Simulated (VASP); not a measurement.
# Zn (I4/mmm) in VASP: a series of runs

The runs below take Zn through single point, with PBEsol.

Program: VASP 6.6.1. These are calculated values, not measurements. Logs are shortened: lines on timing, memory, paths and dates and some standing lists are left out, and cuts for length are marked.

### Step 1. The cell of the first run

It takes space group I4/mmm (No. 139, tetragonal). The conventional cell has a = 2.476 Å, b = 2.476 Å, c = 4.950 Å, α = 90.00°, β = 90.00°, γ = 90.00°. Zn (site symmetry 4/mmm) has 12 Zn at 2.48 to 3.03 Å within 3.3 Å.

### Step 2. Single point, PBEsol

INCAR reads:

```
PREC = Accurate ; ENCUT = 520
EDIFF = 1E-6 ; ISMEAR = 0
SIGMA = 0.15 ; LREAL = F
LASPH = T ; NELM = 80
ALGO = Fast ; ISIF = 2
LWAVE = F ; LCHARG = F
GGA = PS ; NBANDS = 12
```

KPOINTS reads:

```
Automatic mesh
0
Gamma
  22 22 22
```

POSCAR reads:

```
Zn
1.0
    0.0000000000      1.7505045397      2.4752134191
    1.7505045397      0.0000000000      2.4752134191
    1.7505045397      1.7505045397      0.0000000000
Zn
1
Direct
    0.0000000000      0.0000000000      0.0000000000
```

Potentials or basis: VASP PAW PBE potentials, release 64 (Zn).

On the command line:

```bash
$ cat potpaw_PBE.64/Zn/POTCAR > POTCAR
$ mpirun -np 1 vasp_std > vasp.out
```

OUTCAR:

```text
PREC = Accurate
   ENCUT = 520
   EDIFF = 1E-6
   ISMEAR = 0
   LREAL = F
   LASPH = T
   NELM = 80
   ISIF = 2
   GGA = PS

 ion  position               nearest neighbor table
   1  0.000  0.000  0.000-

  LATTYP: Found a body centered tetragonal cell.
 ALAT       =     2.4755872610
 C/A-ratio  =     1.9996979772

  Lattice vectors:

 A1 = (  -1.7505045397,   0.0000000000,   2.4752134191)
 A2 = (   1.7505045397,   0.0000000000,   2.4752134191)
 A3 = (   0.0000000000,   1.7505045397,  -2.4752134191)

Analysis of symmetry for initial positions (statically):
=====================================================================
 Subroutine PRICEL returns:
 Original cell was already a primitive cell.

 Routine SETGRP: Setting up the symmetry group for a
 body centered tetragonal supercell.

 Subroutine GETGRP returns: Found 16 space group operations
 (whereof 16 operations were pure point group operations)
 out of a pool of 16 trial point group operations.

The static configuration has the point symmetry D_4h.

Analysis of symmetry for dynamics (positions and initial velocities):
=====================================================================
 Subroutine PRICEL returns:
 Original cell was already a primitive cell.

 Routine SETGRP: Setting up the symmetry group for a
 body centered tetragonal supercell.

 Subroutine GETGRP returns: Found 16 space group operations
 (whereof 16 operations were pure point group operations)
 out of a pool of 16 trial point group operations.

The dynamic configuration has the point symmetry D_4h.

 Subroutine INISYM returns: Found 16 space group operations
 (whereof 16 operations are pure point group operations),
 and found     1 'primitive' translations

----------------------------------------------------------------------------------------

                                     Primitive cell

  volume of cell :      15.1694

  direct lattice vectors                    reciprocal lattice vectors
     0.000000000  1.750504540  2.475213419    -0.285631936  0.285631936  0.202002783
     1.750504540  0.000000000  2.475213419     0.285631936 -0.285631936  0.202002783
     1.750504540  1.750504540  0.000000000     0.285631936  0.285631936 -0.202002783

  length of vectors
     3.031657569  3.031657569  2.475587261     0.451637387  0.451637387  0.451637387

  position of ions in fractional coordinates (direct lattice)
     0.000000000  0.000000000  0.000000000

  ion indices of the primitive-cell ions
   primitive index   ion index
                 1           1

----------------------------------------------------------------------------------------

 KPOINTS: Automatic mesh

Automatic generation of k-mesh.
 Grid dimensions read from file:
 generate k-points for:   22   22   22

 Generating k-lattice:

  Cartesian coordinates                     Fractional coordinates (reciprocal lattice)
    -0.012983270  0.012983270  0.009181945     0.045454545  0.000000000  0.000000000
     0.012983270 -0.012983270  0.009181945     0.000000000  0.045454545  0.000000000
     0.012983270  0.012983270 -0.009181945    -0.000000000 -0.000000000  0.045454545

  Length of vectors
     0.020528972  0.020528972  0.020528972

  Shift w.r.t. Gamma in fractional coordinates (k-lattice)
     0.000000000  0.000000000  0.000000000

 Subroutine IBZKPT returns following result:
 ===========================================

 Found    834 irreducible k-points:

 Following reciprocal coordinates:
            Coordinates               Weight
  0.000000  0.000000  0.000000      1.000000
  0.045455 -0.000000  0.000000      8.000000
  0.090909 -0.000000  0.000000      8.000000
  0.136364  0.000000  0.000000      8.000000
  0.181818  0.000000  0.000000      8.000000
  0.227273 -0.000000  0.000000      8.000000
[... 16 lines left out ...]
  0.500000  0.045455  0.000000      8.000000
 -0.454545  0.045455  0.000000      8.000000
 [... further k-points ...]
   k-points           NKPTS =    834   k-points in BZ     NKDIM =    834   number of bands    NBANDS=     12
   number of dos      NEDOS =    301   number of ions     NIONS =      1
   total plane-waves  NPLWV =  10368
   dimension x,y,z NGX =    24 NGY =   24 NGZ =   18
   dimension x,y,z NGXF=    48 NGYF=   48 NGZF=   36
   ions per type =               1
   NGX,Y,Z   is equivalent  to a cutoff of  13.16, 13.16, 12.09 a.u.
   NGXF,Y,Z  is equivalent  to a cutoff of  26.32, 26.32, 24.18 a.u.
 SYSTEM =  unknown system
   PREC   = accura    normal or accurate (medium, high low for compatibility)
   ISTART =      0    job   : 0-new  1-cont  2-samecut
   ICHARG =      2    charge: 1-file 2-atom 10-const
   ISPIN  =      1    spin polarized calculation?
   LNONCOLLINEAR =      F non collinear calculations
   LSORBIT =      F    spin-orbit coupling
   LASPH  =      T    aspherical Exc in radial PAW
   ENCUT  =  520.0 eV  38.22 Ry    6.18 a.u.   5.64  5.64  4.60*2*pi/ulx,y,z
   NELM   =     80;   NELMIN=  2; NELMDL= -5     # of ELM steps
   EDIFF  = 0.1E-05   stopping-criterion for ELM
   LREAL  =      F    real-space projection
   EDIFFG = 0.1E-04   stopping-criterion for IOM
   NSW    =      0    number of steps for IOM
   IBRION =     -1    ionic relax: 0-MD 1-quasi-New 2-CG
   NFREE  =      0    steps in history (QN), initial steepest desc. (CG)
   ISIF   =      2    stress and relaxation
   ISYM   =      2    0-nonsym 1-usesym 2-fastsym
   POTIM  = 0.5000    time-step for ionic-motion
   TEBEG  =    0.0;   TEEND  =   0.0 temperature during run
   PSTRESS=    0.0 pullay stress
   NELECT =      12.0000    total number of electrons
   NUPDOWN=      -1.0000    fix difference up-down
   EMIN   =  10.00;   EMAX   =-10.00  energy-range for DOS
   EFERMI =   0.00;   METHOD = LEGACY
   ISMEAR =     0;   SIGMA  =   0.15  broadening in eV -4-tet -1-fermi 0-gaus
   EFERMI_NEDOS =   21; number of points for ismear=-14 and -15
   IALGO  =     68    algorithm
   IMIX   =      4    mixing-type and parameters
     AMIX     =   0.40;   BMIX     =  1.00
     AMIX_MAG =   1.60;   BMIX_MAG =  1.00
  volume/ion in A,a.u.               =      15.17       102.37
  Fermi-wavevector in a.u.,A,eV,Ry     =   1.514069  2.861175 31.190044  2.292404
  Thomas-Fermi vector in A             =   2.623775
   LORBIT       =      0    0 simple, 1 ext, 2 COOP (PROOUT), +10 PAW based schemes
   GGA     = PS    functional components
   LHFCALC =     F    Hartree Fock is set to
   AEXX    =    0.0000 exact exchange contribution
   IVDW    =     0    specifies the selected vdW correction
   LEPSILON=     F    determine dielectric tensor
   LRPA    =     F    only Hartree local field effects (RPA)
 non-spin polarized calculation
 RMM-DIIS sequential band-by-band and
 Gauss-broadening in eV      SIGMA  =   0.15
  energy-cutoff  :      520.00
  volume of cell :       15.17
 maximum number of plane-waves:       429
   NGX = 11   NGY = 11   NGZ =  9

 number of electron      12.0000003 magnetization

 Free energy of the ion-electron system (eV)
  ---------------------------------------------------
  ext. energy  EPLUGINS =         0.00000000
  ---------------------------------------------------
  free energy    TOTEN  =        -1.37615469 eV

  energy without entropy =       -1.37242076  energy(sigma->0) =       -1.37428773

 E-fermi :   2.9531     XC(G=0): -11.6953

 val. band max:        2.9519880513   @ k =  -0.3636   0.3636   0.0909
 cond. band min:       2.9772049198   @ k =  -0.4091   0.1364   0.4091
 fundamental gap:      0.0252168685
 Fermi energy:         2.9531218034

 k-point     1 :       0.0000    0.0000    0.0000
  band No.  band energies     occupation
      1      -7.4910      2.00000
      2      -5.4442      2.00000
      3      -4.9134      2.00000
      4      -4.3607      2.00000
      5      -4.3607      2.00000
      6      -4.0048      2.00000
      7      16.3601      0.00000
      8      20.2709      0.00000
      9      21.9667      0.00000
     10      21.9667      0.00000
     11      23.6591      0.00000
     12      24.0908      0.00000

 k-point     2 :       0.0455   -0.0000    0.0000
  band No.  band energies     occupation
      1      -7.4252      2.00000
      2      -5.4315      2.00000
      3      -4.9061      2.00000
      4      -4.3729      2.00000
      5      -4.3564      2.00000
      6      -4.0138      2.00000
      7      16.1371      0.00000
      8      20.3175      0.00000
      9      21.2343      0.00000
     10      21.9497      0.00000
     11      22.6854      0.00000
     12      23.8746      0.00000

 k-point     3 :       0.0909   -0.0000    0.0000
  band No.  band energies     occupation
      1      -7.2299      2.00000
      2      -5.3939      2.00000
      3      -4.8847      2.00000
      4      -4.4061      2.00000
      5      -4.3442      2.00000
      6      -4.0399      2.00000
      7      15.6103      0.00000
      8      18.7010      0.00000
      9      21.3673      0.00000
     10      21.5954      0.00000
     11      21.9168      0.00000
     12      23.9370      0.00000
[... 286 lines left out ...]
 k-point    23 :       0.5000    0.0455    0.0000
  band No.  band energies     occupation
      1      -5.4705      2.00000
      2      -5.1705      2.00000
      3      -4.4536      2.00000
      4      -4.1244      2.00000
      5      -4.0730      2.00000
      6      -0.0654      2.00000
      7       2.4510      2.00000
      8      11.0717      0.00000
      9      16.7822      0.00000
     10      23.4830      0.00000
     11      24.5860      0.00000
     12      27.6483      0.00000

 k-point    24 :      -0.4545    0.0455    0.0000
  band No.  band energies     occupation
      1      -5.4644      2.00000
      2      -5.1700      2.00000
      3      -4.4613      2.00000
      4      -4.1275      2.00000
      5      -4.0711      2.00000
      6       0.1382      2.00000
      7       2.2211      2.00000
      8      11.2480      0.00000
      9      16.5911      0.00000
     10      24.0053      0.00000
     11      24.8187      0.00000
     12      27.1172      0.00000

 [... further k-points ...]

------------------------ aborting loop because EDIFF is reached ----------------------------------------

  FORCE on cell =-STRESS in cart. coord.  units (eV):
  Direction    XX          YY          ZZ          XY          YZ          ZX
  --------------------------------------------------------------------------------------
  -------------------------------------------------------------------------------------
  Total        0.5443552      0.5443552     -0.5448253      0.0000000     -0.0000000      0.0000000
  in kB       57.4941750     57.4941750    -57.5438273      0.0000000     -0.0000000      0.0000000
  external PRESSURE =      19.1481742 kB  Pullay stress =       0.0000000 kB

 VOLUME and BASIS-vectors are now :
 -----------------------------------------------------------------------------
  energy-cutoff  :      520.00
  volume of cell :       15.17
      direct lattice vectors                 reciprocal lattice vectors
     0.000000000  1.750504540  2.475213419    -0.285631936  0.285631936  0.202002783
     1.750504540  0.000000000  2.475213419     0.285631936 -0.285631936  0.202002783
     1.750504540  1.750504540  0.000000000     0.285631936  0.285631936 -0.202002783

 POSITION                                       TOTAL-FORCE (eV/Angst)
 -----------------------------------------------------------------------------------
      0.00000      0.00000      0.00000         0.000000     -0.000000      0.000000
 -----------------------------------------------------------------------------------
    total drift:                               -0.000000     -0.000000     -0.000000

  FREE ENERGIE OF THE ION-ELECTRON SYSTEM (eV)
  ---------------------------------------------------
  free  energy   TOTEN  =        -1.3761546925 eV

  energy  without entropy=       -1.3724207644  energy(sigma->0) =       -1.37428773
```

Wall time 2 min (1 thread of AMD EPYC 7R13 (Zen 3), shared host); peak memory 0.21 GiB.

Results:

- Free energy: -1.3762 eV
- Pressure: 1.9 GPa
- Band gap on the k mesh: zero (bands 6 and 7 overlap by 5.79 eV)

Caveat: the PAW data sets were made with another functional, which shifts forces and pressure a little.

### Step 3. Single point, PBEsol

This run uses another cell than the first one, of the same volume but with other edges.

INCAR reads:

```
PREC = Accurate
ENCUT = 520
EDIFF = 1E-6
ISMEAR = 0
SIGMA = 0.15
LREAL = False
LASPH = True
NELM = 80
ALGO = Fast
ISIF = 2
LWAVE = False
LCHARG = False
GGA = PS
NBANDS = 12
```

KPOINTS is that of step 2.

POSCAR reads:

```
Zn
1.0
    0.0000000000      1.8489250047      2.2187100056
    1.8489250047      0.0000000000      2.2187100056
    1.8489250047      1.8489250047      0.0000000000
Zn
1
Direct
    0.0000000000      0.0000000000      0.0000000000
```

Potentials or basis: VASP PAW PBE potentials, release 64 (Zn).

On the command line:

```bash
$ cat potpaw_PBE.64/Zn/POTCAR > POTCAR
$ mpirun -np 1 vasp_std > vasp.out
```

Run time: 2.1 min. Hardware: 1 thread of AMD EPYC 7R13 (Zen 3), shared host; peak memory 0.21 GiB.

It converged, with:

```yaml
Free_energy: -1.4780 eV
Pressure: -2.6 GPa
Band_gap_on_the_k_mesh: zero (bands 6 and 7 overlap by 3.40 eV)
```

Stress tensor (GPa, compression positive):
```
 0.75  0.00  0.00
 0.00  0.75  0.00
 0.00  0.00 -9.26
```

Levels at points of the mesh, in eV from the Fermi level:
```
           k point  band 4  band 5  band 6  band 7  band 8  band 9
(0.00, 0.00, 0.00)   -7.45   -7.45   -7.07   18.32   18.32   18.39
(0.50, 0.00, 0.00)   -7.04   -6.92   -2.90   -1.30   11.52   15.60
(0.50, 0.50, 0.00)   -6.94   -6.94   -2.70   -1.06   10.95   10.95
(0.50, 0.00, 0.50)   -7.03   -6.73    0.01    3.24    6.89    8.06
```

Caveat: the PAW data sets were made with another functional, which shifts forces and pressure a little.

### Step 4. Single point, PBEsol

This run uses another cell than the first one, of the same volume but with other edges.

INCAR reads:

```
  ALGO = Fast
  EDIFF = 1E-7
  ENCUT = 520
  GGA = PS
  ISIF = 2
  ISMEAR = 0
  LASPH = True
  LCHARG = False
  LREAL = False
  LWAVE = False
  NBANDS = 12
  NELM = 80
  PREC = Accurate
  SIGMA = 0.15
```

KPOINTS reads:

```
k-points
0
Gamma
  22 22 22
```

POSCAR reads:

```
Zn
1.0
    0.0000000000      2.0201507020      1.8585386458
    2.0201507020      0.0000000000      1.8585386458
    2.0201507020      2.0201507020      0.0000000000
Zn
1
Direct
    0.0000000000      0.0000000000      0.0000000000
```

On the command line:

```bash
$ cat potpaw_PBE.64/Zn/POTCAR > POTCAR
$ mpirun -np 1 vasp_std > vasp.out
```

Wall time 2 min (1 thread of AMD EPYC 7R13 (Zen 3), shared host); peak memory 0.21 GiB.

It converged, with:

```
Free energy            : -1.5376 eV
Pressure               : -4.5 GPa
Band gap on the k mesh : zero (bands 6 and 7 overlap by 3.48 eV)
```

Stress tensor (GPa, compression positive):
```
-5.44  0.00  0.00
 0.00 -5.44  0.00
 0.00  0.00 -2.65
```

Levels at points of the mesh, in eV from the Fermi level:
```
           k point  band 3  band 4  band 5  band 6  band 7  band 8  band 9  band 10
(0.00, 0.00, 0.00)   -7.67   -7.46   -7.32   -7.14   18.13   18.38   18.38    19.01
(0.50, 0.00, 0.00)   -7.51   -6.98   -6.89   -2.92   -1.37   14.11   15.31    17.95
(0.50, 0.50, 0.00)   -6.95   -6.86   -6.86   -0.04    3.11    7.30    7.30    11.17
(0.50, 0.00, 0.50)   -6.96   -6.93   -6.82   -1.47    1.04    8.80    9.24    12.61
```

Caveat: the cell stands under tension; the PAW data sets were made with another functional, which shifts forces and pressure a little.

(Continued in part 2 of 2.)
